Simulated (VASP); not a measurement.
# AlO2 (P4_2/nnm) in VASP: further runs

AlO2 is run at these levels: PBE; tasks: single point, relaxation of cell and atoms.

Program: VASP 6.6.1. These are calculated values, not measurements. Logs are shortened: lines on timing, memory, paths and dates and some standing lists are left out, and cuts for length are marked.

### 1 The cell of the first run

The structure is tetragonal, space group P4_2/nnm (No. 134). The conventional cell has a = 4.339 Å, b = 4.339 Å, c = 3.526 Å, α = 90.00°, β = 90.00°, γ = 90.00°. Al (site symmetry -42m) has 4 O at 1.77 Å within 2.3 Å. O (site symmetry 2/m) has 2 Al at 1.77 Å within 2.3 Å.

### 2 Single point, PBE

INCAR reads:

```
SYSTEM = AlO2
ALGO     = Normal         ! electronic algorithm
EDIFF    = 1E-7           ! SCF threshold, eV
ENCUT    = 520            ! plane-wave cutoff, eV
GGA      = PE             ! functional
ISIF     = 2              ! what is computed and relaxed
ISMEAR   = 0              ! smearing method
LASPH    = .True.         ! aspherical terms in the spheres
LCHARG   = .False.        ! write CHGCAR
LREAL    = .False.        ! projectors in reciprocal space
LWAVE    = .False.        ! write WAVECAR
NBANDS   = 24             ! bands
NELM     = 60             ! most SCF steps
PREC     = Accurate       ! precision mode
SIGMA    = 0.1            ! smearing width, eV
```

KPOINTS reads:

```
k-points
0
Gamma
  4 4 4
  0 0 0
```

POSCAR reads:

```
AlO2
1.0
    4.3385402732      0.0000000000      0.0000000000
    0.0000000000      4.3385402732      0.0000000000
    0.0000000000      0.0000000000      3.5260213100
Al O
2 4
Direct
    0.0000000000      0.0000000000      0.5000000000
    0.5000000000      0.5000000000      0.0000000000
    0.7499970710      0.2499970710      0.2500000000
    0.2500029290      0.7500029290      0.2500000000
    0.2499970710      0.2500029290      0.7500000000
    0.7500029290      0.7499970710      0.7500000000
```

Potentials or basis: VASP PAW PBE potentials, release 64 (Al, O).

Run with:

```console
> cat potpaw_PBE.64/Al/POTCAR potpaw_PBE.64/O/POTCAR > POTCAR
> mpirun -np 1 vasp_std > vasp.out
```

OUTCAR:

```text
SYSTEM = AlO2
   EDIFF = 1E-7
   ENCUT = 520
   GGA = PE
   ISIF = 2
   ISMEAR = 0
   LASPH = .True.
   LREAL = .False.
   NELM = 60
   PREC = Accurate

 ion  position               nearest neighbor table
   1  0.000  0.000  0.500-   3 1.77   4 1.77   5 1.77   6 1.77
   2  0.500  0.500  0.000-   3 1.77   4 1.77   5 1.77   6 1.77
   3  0.750  0.250  0.250-   1 1.77   2 1.77
   4  0.250  0.750  0.250-   1 1.77   2 1.77
   5  0.250  0.250  0.750-   1 1.77   2 1.77
   6  0.750  0.750  0.750-   1 1.77   2 1.77

  LATTYP: Found a simple tetragonal cell.
 ALAT       =     4.3385402732
 C/A-ratio  =     0.8127206590

  Lattice vectors:

 A1 = (   4.3385402732,   0.0000000000,   0.0000000000)
 A2 = (   0.0000000000,   4.3385402732,   0.0000000000)
 A3 = (   0.0000000000,   0.0000000000,   3.5260213100)

Analysis of symmetry for initial positions (statically):
=====================================================================
 Subroutine PRICEL returns:
 Original cell was already a primitive cell.

 Routine SETGRP: Setting up the symmetry group for a
 simple tetragonal supercell.

 Subroutine GETGRP returns: Found 16 space group operations
 (whereof  8 operations were pure point group operations)
 out of a pool of 16 trial point group operations.

The static configuration has the point symmetry D_2d.
 The point group associated with its full space group is D_4h.

Analysis of symmetry for dynamics (positions and initial velocities):
=====================================================================
 Subroutine PRICEL returns:
 Original cell was already a primitive cell.

 Routine SETGRP: Setting up the symmetry group for a
 simple tetragonal supercell.

 Subroutine GETGRP returns: Found 16 space group operations
 (whereof  8 operations were pure point group operations)
 out of a pool of 16 trial point group operations.

The dynamic configuration has the point symmetry D_2d.
 The point group associated with its full space group is D_4h.

 Subroutine INISYM returns: Found 16 space group operations
 (whereof  8 operations are pure point group operations),
 and found     1 'primitive' translations

----------------------------------------------------------------------------------------

                                     Primitive cell

  volume of cell :      66.3701

  direct lattice vectors                    reciprocal lattice vectors
     4.338540273  0.000000000  0.000000000     0.230492271  0.000000000  0.000000000
[... 89 lines left out ...]
   EDIFFG = 0.1E-05   stopping-criterion for IOM
   NSW    =      0    number of steps for IOM
   IBRION =     -1    ionic relax: 0-MD 1-quasi-New 2-CG
   NFREE  =      0    steps in history (QN), initial steepest desc. (CG)
   ISIF   =      2    stress and relaxation
   ISYM   =      2    0-nonsym 1-usesym 2-fastsym
   POTIM  = 0.5000    time-step for ionic-motion
   TEBEG  =    0.0;   TEEND  =   0.0 temperature during run
   PSTRESS=    0.0 pullay stress
   NELECT =      30.0000    total number of electrons
   NUPDOWN=      -1.0000    fix difference up-down
   EMIN   =  10.00;   EMAX   =-10.00  energy-range for DOS
   EFERMI =   0.00;   METHOD = LEGACY
   ISMEAR =     0;   SIGMA  =   0.10  broadening in eV -4-tet -1-fermi 0-gaus
   EFERMI_NEDOS =   21; number of points for ismear=-14 and -15
   IALGO  =     38    algorithm
   IMIX   =      4    mixing-type and parameters
     AMIX     =   0.40;   BMIX     =  1.00
     AMIX_MAG =   1.60;   BMIX_MAG =  1.00
  volume/ion in A,a.u.               =      11.06        74.65
  Fermi-wavevector in a.u.,A,eV,Ry     =   1.256390  2.374233 21.477016  1.578516
  Thomas-Fermi vector in A             =   2.390100
   LORBIT       =      0    0 simple, 1 ext, 2 COOP (PROOUT), +10 PAW based schemes
   GGA     = PE    functional components
   LHFCALC =     F    Hartree Fock is set to
   AEXX    =    0.0000 exact exchange contribution
   IVDW    =     0    specifies the selected vdW correction
   LEPSILON=     F    determine dielectric tensor
   LRPA    =     F    only Hartree local field effects (RPA)
 non-spin polarized calculation
 Gauss-broadening in eV      SIGMA  =   0.10
  energy-cutoff  :      520.00
  volume of cell :       66.37
 maximum number of plane-waves:      1816
   NGX = 17   NGY = 17   NGZ = 13

 number of electron      29.9999974 magnetization

 Free energy of the ion-electron system (eV)
  ---------------------------------------------------
  ext. energy  EPLUGINS =         0.00000000
  ---------------------------------------------------
  free energy    TOTEN  =       -38.68851951 eV

  energy without entropy =      -38.63472702  energy(sigma->0) =      -38.66162326

 E-fermi :   2.3129     XC(G=0): -10.1979

 val. band max:        2.3106892081   @ k =   0.0000   0.0000   0.0000
 cond. band min:       2.3221112595   @ k =   0.5000   0.2500   0.5000
 fundamental gap:      0.0114220514
 Fermi energy:         2.3129269711

 k-point     1 :       0.0000    0.0000    0.0000
  band No.  band energies     occupation
      1     -15.6076      2.00000
      2     -14.0444      2.00000
      3     -14.0444      2.00000
      4     -13.5322      2.00000
      5      -3.8478      2.00000
      6      -1.1041      2.00000
[... 475 lines left out ...]
     23      15.1691      0.00000
     24      15.1691      0.00000

------------------------ aborting loop because EDIFF is reached ----------------------------------------

  FORCE on cell =-STRESS in cart. coord.  units (eV):
  Direction    XX          YY          ZZ          XY          YZ          ZX
  --------------------------------------------------------------------------------------
  -------------------------------------------------------------------------------------
  Total       -0.0420408     -0.0420408     -0.1549206      0.0000000      0.0000000      0.0000000
  in kB       -1.0148665     -1.0148665     -3.7397933      0.0000000      0.0000000      0.0000000
  external PRESSURE =      -1.9231754 kB  Pullay stress =       0.0000000 kB

 VOLUME and BASIS-vectors are now :
 -----------------------------------------------------------------------------
  energy-cutoff  :      520.00
  volume of cell :       66.37
      direct lattice vectors                 reciprocal lattice vectors
     4.338540273  0.000000000  0.000000000     0.230492271  0.000000000  0.000000000
     0.000000000  4.338540273  0.000000000     0.000000000  0.230492271  0.000000000
     0.000000000  0.000000000  3.526021310     0.000000000  0.000000000  0.283605773

 POSITION                                       TOTAL-FORCE (eV/Angst)
 -----------------------------------------------------------------------------------
      0.00000      0.00000      1.76301        -0.000000     -0.000000      0.000000
      2.16927      2.16927      0.00000        -0.000000     -0.000000      0.000000
      3.25389      1.08462      0.88151        -0.000000     -0.000000      0.000000
      1.08465      3.25392      0.88151         0.000000      0.000000      0.000000
      1.08462      1.08465      2.64452        -0.000000     -0.000000     -0.000000
      3.25392      3.25389      2.64452         0.000000      0.000000      0.000000
 -----------------------------------------------------------------------------------
    total drift:                                0.000000     -0.000000     -0.000000

  FREE ENERGIE OF THE ION-ELECTRON SYSTEM (eV)
  ---------------------------------------------------
  free  energy   TOTEN  =       -38.6885195054 eV

  energy  without entropy=      -38.6347270186  energy(sigma->0) =      -38.66162326
```

OSZICAR:

```text
N       E                     dE             d eps       ncg     rms          rms(c)
DAV:   1     0.131167098511E+03    0.13117E+03   -0.15673E+04   864   0.116E+03
DAV:   2    -0.347652606480E+02   -0.16593E+03   -0.16103E+03  1184   0.259E+02
DAV:   3    -0.422350493727E+02   -0.74698E+01   -0.73401E+01  1136   0.535E+01
DAV:   4    -0.422934697341E+02   -0.58420E-01   -0.58406E-01   952   0.556E+00
DAV:   5    -0.422941519931E+02   -0.68226E-03   -0.68225E-03  1120   0.593E-01    0.118E+01
DAV:   6    -0.386809191843E+02    0.36132E+01   -0.10341E+01  1032   0.206E+01    0.438E+00
DAV:   7    -0.386716562231E+02    0.92630E-02   -0.27786E-01   952   0.312E+00    0.233E+00
DAV:   8    -0.386843362956E+02   -0.12680E-01   -0.36620E-02  1040   0.179E+00    0.420E-01
DAV:   9    -0.386879634318E+02   -0.36271E-02   -0.63046E-03  1024   0.516E-01    0.207E-01
DAV:  10    -0.386884674892E+02   -0.50406E-03   -0.40198E-04  1048   0.120E-01    0.720E-02
DAV:  11    -0.386885221796E+02   -0.54690E-04   -0.12826E-04  1000   0.871E-02    0.178E-02
DAV:  12    -0.386885193910E+02    0.27886E-05   -0.20981E-05  1096   0.303E-02    0.351E-03
DAV:  13    -0.386885195177E+02   -0.12664E-06   -0.77968E-07  1024   0.603E-03    0.960E-04
DAV:  14    -0.386885195054E+02    0.12222E-07   -0.37523E-08   744   0.157E-03
   1 F= -.38688520E+02 E0= -.38661623E+02  d E =-.537925E-01
```

stdout:

```text
POSCAR found type information on POSCAR AlO
 POSCAR found :  2 types and       6 ions
 scaLAPACK will be used
 LDA part: xc-table for (Slater+PW92), standard interpolation
 POSCAR, INCAR and KPOINTS ok, starting setup
 FFT: planning ... GRIDC
 FFT: planning ... GRID_SOFT
 FFT: planning ... GRID
 WAVECAR not read
 entering main loop
```

It took 17 s on 1 thread of AMD EPYC 7R13 (Zen 3), shared host; peak memory 0.14 GiB.

Results:

```yaml
Free_energy: -38.6885 eV
Pressure: -0.2 GPa
Band_gap_on_the_k_mesh: zero (band 15 reaches 2.72 eV, above the bottom of band 16 at 1.80 eV)
```

Stress tensor (GPa, compression positive):
```
-0.10  0.00  0.00
 0.00 -0.10  0.00
 0.00  0.00 -0.37
```

Caveat: the k points lie up to 0.45 Å⁻¹ apart.

### 3 Single point, PBE

INCAR reads:

```
  ALGO = Normal
  EDIFF = 1E-6
  ENCUT = 520
  GGA = PE
  ISIF = 2
  ISMEAR = 0
  LASPH = True
  LCHARG = False
  LREAL = False
  LWAVE = False
  NBANDS = 24
  NELM = 100
  PREC = Accurate
  SIGMA = 0.1
```

KPOINTS reads:

```
k-points
0
Gamma
  4 4 6
```

POSCAR reads:

```
AlO2
1.0
    4.3385402732      0.0000000000      0.0000000000
    0.0000000000      4.3385402732      0.0000000000
    0.0000000000      0.0000000000      3.5260213100
Al O
2 4
Direct
    0.0000000000      0.0000000000      0.5000000000
    0.5000000000      0.5000000000      0.0000000000
    0.7500000000      0.2500000000      0.2500000000
    0.2500000000      0.7500000000      0.2500000000
    0.2500000000      0.2500000000      0.7500000000
    0.7500000000      0.7500000000      0.7500000000
```

Potentials or basis: VASP PAW PBE potentials, release 64 (Al, O).

Run with:

```console
> cat potpaw_PBE.64/Al/POTCAR potpaw_PBE.64/O/POTCAR > POTCAR
> mpirun -np 1 vasp_std > vasp.out
```

OUTCAR:

```text
EDIFF = 1E-6
   ENCUT = 520
   GGA = PE
   ISIF = 2
   ISMEAR = 0
   LASPH = True
   LREAL = False
   NELM = 100
   PREC = Accurate

 ion  position               nearest neighbor table
   1  0.000  0.000  0.500-   3 1.77   4 1.77   5 1.77   6 1.77
   2  0.500  0.500  0.000-   3 1.77   4 1.77   5 1.77   6 1.77
   3  0.750  0.250  0.250-   1 1.77   2 1.77
[... 856 lines left out ...]
  --------------------------------------------------------------------------------------
  -------------------------------------------------------------------------------------
  Total       -0.0345679     -0.0345679     -0.1077338      0.0000000      0.0000000      0.0000000
  in kB       -0.8344712     -0.8344712     -2.6006995      0.0000000      0.0000000      0.0000000
  external PRESSURE =      -1.4232139 kB  Pullay stress =       0.0000000 kB

 VOLUME and BASIS-vectors are now :
 -----------------------------------------------------------------------------
  energy-cutoff  :      520.00
  volume of cell :       66.37
      direct lattice vectors                 reciprocal lattice vectors
     4.338540273  0.000000000  0.000000000     0.230492271  0.000000000  0.000000000
     0.000000000  4.338540273  0.000000000     0.000000000  0.230492271  0.000000000
     0.000000000  0.000000000  3.526021310     0.000000000  0.000000000  0.283605773

 POSITION                                       TOTAL-FORCE (eV/Angst)
 -----------------------------------------------------------------------------------
      0.00000      0.00000      1.76301         0.000000      0.000000      0.000000
      2.16927      2.16927      0.00000         0.000000      0.000000      0.000000
      3.25391      1.08464      0.88151        -0.000000      0.000000      0.000000
      1.08464      3.25391      0.88151        -0.000000     -0.000000     -0.000000
      1.08464      1.08464      2.64452         0.000000     -0.000000      0.000000
      3.25391      3.25391      2.64452        -0.000000     -0.000000     -0.000000
 -----------------------------------------------------------------------------------
    total drift:                                0.000000     -0.000000     -0.000000

  FREE ENERGIE OF THE ION-ELECTRON SYSTEM (eV)
  ---------------------------------------------------
  free  energy   TOTEN  =       -38.6818096096 eV

  energy  without entropy=      -38.6210128557  energy(sigma->0) =      -38.65141123
```

Wall time 24 s (1 thread of AMD EPYC 7R13 (Zen 3), shared host); peak memory 0.15 GiB.

What came out:

| Property | Result |
| --- | --- |
| Free energy | -38.6818 eV |
| Pressure | -0.1 GPa |
| Band gap on the k mesh | zero (band 15 reaches 2.73 eV, above the bottom of band 16 at 1.81 eV) |

Stress tensor (GPa, compression positive):
```
-0.08  0.00  0.00
 0.00 -0.08  0.00
 0.00  0.00 -0.26
```

Levels at points of the mesh, in eV from the Fermi level:
| k point | band 14 | band 15 | band 16 | band 17 | band 18 | band 19 |
| --- | --- | --- | --- | --- | --- | --- |
| (0.00, 0.00, 0.00) | 0.00 | 0.13 | 0.23 | 5.50 | 7.88 | 8.18 |
| (0.50, 0.00, 0.00) | -0.41 | -0.04 | -0.04 | 8.14 | 8.14 | 9.54 |
| (0.50, 0.50, 0.00) | -0.72 | -0.31 | -0.31 | 9.56 | 9.56 | 10.47 |
| (0.00, 0.00, 0.50) | -1.28 | -0.50 | -0.50 | 8.84 | 8.84 | 11.01 |
| (0.50, 0.00, 0.50) | -0.33 | 0.08 | 0.08 | 10.45 | 10.45 | 10.50 |
| (0.50, 0.50, 0.50) | 0.11 | 0.42 | 0.42 | 8.65 | 8.94 | 11.89 |

Caveat: the k points lie up to 0.36 Å⁻¹ apart.

[end of part 1 of 3]
